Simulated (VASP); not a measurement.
# ZnS in VASP: settings compared, part 2 of 2

VASP 6.6.1. Earlier steps stand in the parts before.

## (3) Single point, r2SCAN (last atom moved by 0.08 Å along z, cell strained by +1.0% along z)

The input, INCAR:

```
  METAGGA = R2SCAN
  ISMEAR = 0
  SIGMA = 0.03
  LWAVE = F
  LCHARG = F
  ISIF = 2
  PREC = Accurate
  LASPH = T
  LREAL = F
  ALGO = Normal
  EDIFF = 1E-7
  NELM = 120
  GGA_COMPAT = F
  ENCUT = 720
  EFERMI = MIDGAP
  LMIXTAU = T
  KPAR = 2
  NBANDS = 19
```

The input, KPOINTS:

```
Automatic mesh
0
Gamma
  14 14 14
  0 0 0
```

The input, POSCAR:

```
ZnS
1.0
    0.0000000000      2.7020000000      2.7290200000
    2.7020000000      0.0000000000      2.7290200000
    2.7020000000      2.7020000000      0.0000000000
Zn S
1 1
Direct
    0.7500000000      0.7500000000      0.7500000000
    0.0148038500      0.0148038500     -0.0148038500
```

Potentials or basis: VASP PAW PBE potentials, release 64 (Zn, S).

Launch:

```console
$ cat potpaw_PBE.64/Zn/POTCAR potpaw_PBE.64/S/POTCAR > POTCAR
$ mpirun -np 2 vasp_std > vasp.out
```

OUTCAR:

```text
METAGGA = R2SCAN
   ISMEAR = 0
   ISIF = 2
   PREC = Accurate
   LASPH = T
   LREAL = F
   EDIFF = 1E-7
   NELM = 120
   ENCUT = 720
   EFERMI = MIDGAP

 ion  position               nearest neighbor table
   1  0.750  0.750  0.750-   2 2.30   2 2.30   2 2.40   2 2.40
   2  0.015  0.015  0.985-   1 2.30   1 2.30   1 2.40   1 2.40

  LATTYP: Found a body centered tetragonal cell.
 ALAT       =     3.8212050455
 C/A-ratio  =     1.4283556980

  Lattice vectors:

 A1 = (  -2.7020000000,   0.0000000000,   2.7290200000)
 A2 = (   2.7020000000,   0.0000000000,   2.7290200000)
 A3 = (   0.0000000000,   2.7020000000,  -2.7290200000)

Analysis of symmetry for initial positions (statically):
=====================================================================
 Subroutine PRICEL returns:
 Original cell was already a primitive cell.

 Routine SETGRP: Setting up the symmetry group for a
 body centered tetragonal supercell.

 Subroutine GETGRP returns: Found  4 space group operations
 (whereof  4 operations were pure point group operations)
 out of a pool of 16 trial point group operations.

[... 161 lines left out ...]
 Free energy of the ion-electron system (eV)
  ---------------------------------------------------
  ext. energy  EPLUGINS =         0.00000000
  ---------------------------------------------------
  free energy    TOTEN  =       -18.84931949 eV

  energy without entropy =      -18.84931949  energy(sigma->0) =      -18.84931949

 E-fermi :   3.0879     XC(G=0): -10.2325

 val. band max:        1.8059922514   @ k =   0.0000   0.0000   0.0000
 cond. band min:       4.3697680676   @ k =   0.0000   0.0000   0.0000
 fundamental gap:      2.5637758162
 Fermi energy:         3.0878801595

 k-point     1 :       0.0000    0.0000    0.0000
  band No.  band energies     occupation
      1     -11.8723      2.00000
      2      -4.7942      2.00000
      3      -4.7402      2.00000
      4      -4.6751      2.00000
      5      -4.2040      2.00000
      6      -4.2033      2.00000
[... 505 lines left out ...]
      6      -4.1828      2.00000
[... 11 lines left out ...]
     18      20.5847      0.00000
     19      21.3780      0.00000

 [... further k-points ...]
[... 5 lines left out ...]
  --------------------------------------------------------------------------------------
  -------------------------------------------------------------------------------------
  Total       -0.2345739     -0.2345739     -0.3909566     -0.4141808      0.0000000      0.0000000
  in kB       -9.4315472     -9.4315472    -15.7192482    -16.6530253      0.0000000      0.0000000
  external PRESSURE =     -11.5274475 kB  Pullay stress =       0.0000000 kB

 VOLUME and BASIS-vectors are now :
 -----------------------------------------------------------------------------
  energy-cutoff  :      720.00
  volume of cell :       39.85
      direct lattice vectors                 reciprocal lattice vectors
     0.000000000  2.702000000  2.729020000    -0.185048113  0.185048113  0.183215953
     2.702000000  0.000000000  2.729020000     0.185048113 -0.185048113  0.183215953
     2.702000000  2.702000000  0.000000000     0.185048113  0.185048113 -0.183215953

 POSITION                                       TOTAL-FORCE (eV/Angst)
 -----------------------------------------------------------------------------------
      4.05300      4.05300      4.09353         0.000000      0.000000      0.449955
      2.70200      2.70200      0.08080        -0.000000     -0.000000     -0.449955
 -----------------------------------------------------------------------------------
    total drift:                               -0.000000     -0.000000      0.003375

  FREE ENERGIE OF THE ION-ELECTRON SYSTEM (eV)
  ---------------------------------------------------
  free  energy   TOTEN  =       -18.8493194906 eV

  energy  without entropy=      -18.8493194906  energy(sigma->0) =      -18.84931949
```

OSZICAR:

```text
N       E                     dE             d eps       ncg     rms          rms(c)
DAV:   1     0.984942741555E+02    0.98494E+02   -0.10096E+04 16284   0.143E+03
DAV:   2    -0.120277107646E+02   -0.11052E+03   -0.10035E+03 16837   0.306E+02
DAV:   3    -0.217848863994E+02   -0.97572E+01   -0.96104E+01 19135   0.764E+01
[... 13 lines left out ...]
DAV:  17    -0.188493181987E+02   -0.11272E-05   -0.42204E-07 17317   0.113E-02    0.361E-03
DAV:  18    -0.188493188170E+02   -0.61824E-06   -0.16275E-07 17483   0.357E-03    0.222E-03
DAV:  19    -0.188493193222E+02   -0.50521E-06   -0.40451E-08 13548   0.186E-03    0.902E-04
DAV:  20    -0.188493194776E+02   -0.15538E-06   -0.71645E-09  8708   0.764E-04    0.209E-04
DAV:  21    -0.188493194906E+02   -0.12993E-07   -0.20089E-09  8507   0.478E-04
   1 F= -.18849319E+02 E0= -.18849319E+02  d E =0.000000E+00
```

stdout:

```text
POSCAR found type information on POSCAR ZnS
 POSCAR found :  2 types and       2 ions
 scaLAPACK will be used
 -----------------------------------------------------------------------------
|                                                                             |
|                                                                             |
|     You enforced a specific xc type in the INCAR file but a different       |
|     I HOPE YOU KNOW WHAT YOU ARE DOING!                                     |
|                                                                             |
 -----------------------------------------------------------------------------

 LDA part: xc-table for (None), standard interpolation
 POSCAR, INCAR and KPOINTS ok, starting setup
 FFT: planning ... GRIDC
 FFT: planning ... GRID_SOFT
 FFT: planning ... GRID
 WAVECAR not read
 entering main loop
```

Run time: 51 min. Hardware: 2 MPI ranks of AMD EPYC 7R43 (Zen 3), shared host; peak memory 0.56 GiB.

Results:

```yaml
Free_energy: -18.8493 eV
Pressure: -1.2 GPa
Largest_force: 0.450 eV/Å
Band_gap_on_the_k_mesh: 2.56 eV
```

Forces in eV/Å, atoms in the order of the input:
```
Zn   0.000  0.000  0.450
S    0.000  0.000 -0.450
```

Stress tensor (GPa, compression positive):
```
-0.94 -1.67  0.00
-1.67 -0.94  0.00
 0.00  0.00 -1.57
```

Caveat: the cell differs from its parent crystal (last atom moved by 0.08 Å along z, cell strained by +1.0% along z); the PAW data sets were made with another functional, which shifts forces and pressure a little.

## (4) Single point, PBE-based screened hybrid with 20 % exact exchange

The input, POSCAR:

```
ZnS
1.0
    0.0000000000      2.7020000000      2.7020000000
    2.7020000000      0.0000000000      2.7020000000
    2.7020000000      2.7020000000      0.0000000000
Zn S
1 1
Direct
    0.7500000000      0.7500000000      0.7500000000
    0.0000000000      0.0000000000      0.0000000000
```

The input, INCAR.step1:

```
SYSTEM = ZnS
  PREC = Accurate
  ENCUT = 520
  EDIFF = 1E-5
  ISMEAR = -1
  SIGMA = 0.05
  LREAL = .FALSE.
  LASPH = .TRUE.
  NELM = 80
  ALGO = Normal
  ISIF = 2
  LWAVE = .TRUE.
  NBANDS = 16
  GGA = PE
```

The input, INCAR.step2:

```
SYSTEM = ZnS
  PREC = Accurate
  ENCUT = 520
  EDIFF = 1E-6
  ISMEAR = -1
  SIGMA = 0.05
  LREAL = .FALSE.
  LASPH = .TRUE.
  NELM = 80
  ALGO = Normal
  ISIF = 2
  LWAVE = .FALSE.
  LCHARG = .TRUE.
  GGA = PE
  LHFCALC = .TRUE.
  AEXX = 0.2
  HFSCREEN = 0.2
  PRECFOCK = Normal
  LELF = .TRUE.
  LVHAR = .TRUE.
  NBANDS = 16
  ISTART = 1
```

The input, KPOINTS:

```
Automatic mesh
0
G
  5 5 5
  0 0 0
```

Launch:

```console
$ cat potpaw_PBE.64/Zn/POTCAR potpaw_PBE.64/S/POTCAR > POTCAR
$ cp INCAR.step1 INCAR
$ mpirun -np 1 vasp_std > vasp.out
$ cp INCAR.step2 INCAR
$ mpirun -np 1 vasp_std > vasp.out
```

Run time: 22 min. Hardware: 1 thread of Intel Xeon 8259CL, shared host; peak memory 0.26 GiB.

The run converged. Its results:

| Quantity | Value |
| --- | --- |
| Free energy | -8.0617 eV |
| Pressure | 1.1 GPa |
| Band gap on the k mesh | 3.10 eV |

Levels at points of the mesh, in eV from the valence-band top:
| k point | band 5 | band 6 | band 7 | band 8 | band 9 | band 10 | band 11 | band 12 | band 13 | band 14 |
| --- | --- | --- | --- | --- | --- | --- | --- | --- | --- | --- |
| (0.00, 0.00, 0.00) | -7.09 | -7.09 | 0.00 | 0.00 | 0.00 | 3.10 | 7.44 | 7.44 | 7.44 | 12.92 |

Caveat: the PAW data sets were made with another functional, which shifts forces and pressure a little.

## (5) Single point, PBE-based screened hybrid with 25 % exact exchange

POSCAR is that of step 4.

The input, INCAR.step1:

```
  PREC = Accurate
  ENCUT = 520
  EDIFF = 1E-5
  ISMEAR = -1
  SIGMA = 0.05
  LREAL = F
  LASPH = T
  NELM = 100
  ALGO = Normal
  ISIF = 2
  LWAVE = T
  LCHARG = F
  GGA = PE
  NBANDS = 16
```

The input, INCAR.step2:

```
  PREC = Accurate
  ENCUT = 520
  EDIFF = 1E-7
  ISMEAR = -1
  SIGMA = 0.05
  LREAL = F
  LASPH = T
  NELM = 100
  ALGO = Normal
  ISIF = 2
  LWAVE = F
  LCHARG = F
  GGA = PE
  LHFCALC = T
  AEXX = 0.25
  HFSCREEN = 0.2
  PRECFOCK = Normal
  ISTART = 1
  NBANDS = 16
```

The input, KPOINTS:

```
regular mesh
0
Gamma
  5 5 5
```

Launch:

```console
$ cat potpaw_PBE.64/Zn/POTCAR potpaw_PBE.64/S/POTCAR > POTCAR
$ cp INCAR.step1 INCAR
$ mpirun -np 1 vasp_std > vasp.out
$ cp INCAR.step2 INCAR
$ mpirun -np 1 vasp_std > vasp.out
```

Run time: 36 min. Hardware: 1 thread of Intel Xeon 8259CL, shared host; peak memory 0.26 GiB.

It converged, with:

```yaml
Free_energy: -8.3861 eV
Pressure: 1.0 GPa
Band_gap_on_the_k_mesh: 3.35 eV
```

Levels at points of the mesh, in eV from the valence-band top:
| k point | band 7 | band 8 | band 9 | band 10 | band 11 | band 12 |
| --- | --- | --- | --- | --- | --- | --- |
| (0.00, 0.00, 0.00) | 0.00 | 0.00 | 0.00 | 3.35 | 7.70 | 7.70 |

Caveat: the PAW data sets were made with another functional, which shifts forces and pressure a little.

## (6) The runs side by side

| task | level | cell | k mesh | cutoff (eV) | smearing | dipole correction | tolerance level | purpose | grid for exact exchange (PRECFOCK) | share of exact exchange | gap on the mesh (eV) | pressure (GPa) |
| --- | --- | --- | --- | --- | --- | --- | --- | --- | --- | --- | --- | --- |
| relaxation of cell and atoms | revPBE+D3(BJ) | relaxed from a = 3.821 Å, angles 60.0°, 2 atoms, atomic positions A | 9 × 9 × 9 | 600 | fermi-dirac 0.05 eV | no | - | - | - | - | 2.36 | -0.1 |
| single point | r2SCAN | a = 3.840, b = 3.840, c = 3.821 Å, angles 60.2, 60.2, 59.7°, 2 atoms, atomic positions B | 14 × 14 × 14 | 720 | gaussian 0.03 eV | - | tight | all | - | - | 2.56 | -1.2 |
| single point | PBE-based screened hybrid with 20 % exact exchange | a = 3.821 Å, angles 60.0°, 2 atoms, atomic positions A | 5 × 5 × 5 | 520 | fermi-dirac 0.05 eV | no | - | - | Normal | 0.2 | 3.10 | 1.1 |
| single point | PBE-based screened hybrid with 25 % exact exchange | a = 3.821 Å, angles 60.0°, 2 atoms, atomic positions A | 5 × 5 × 5 | 520 | fermi-dirac 0.05 eV | no | - | - | Normal | 0.25 | 3.35 | 1.0 |

Alike in all rows: potentials or basis VASP PAW PBE potentials, release 64 (Zn, S); no spin polarisation.

Caveats: the PAW data sets were made with another functional, which shifts forces and pressure a little.

Total energies depend on the potentials used, so only differences within one code and one set of settings carry meaning.

## (7) How close it comes

Step 5. A measured gap of ZnS is 3.85 eV (direct; 19 K; quoted in “Electronic, vibrational, and thermodynamic properties of ZnS (zincblende and rocksalt structure)”, 2009, arxiv:0911.5022); the calculated 3.35 eV misses it by -0.50 eV. The value is that of PBE-based screened hybrid with 25 % exact exchange, without temperature or zero-point motion.
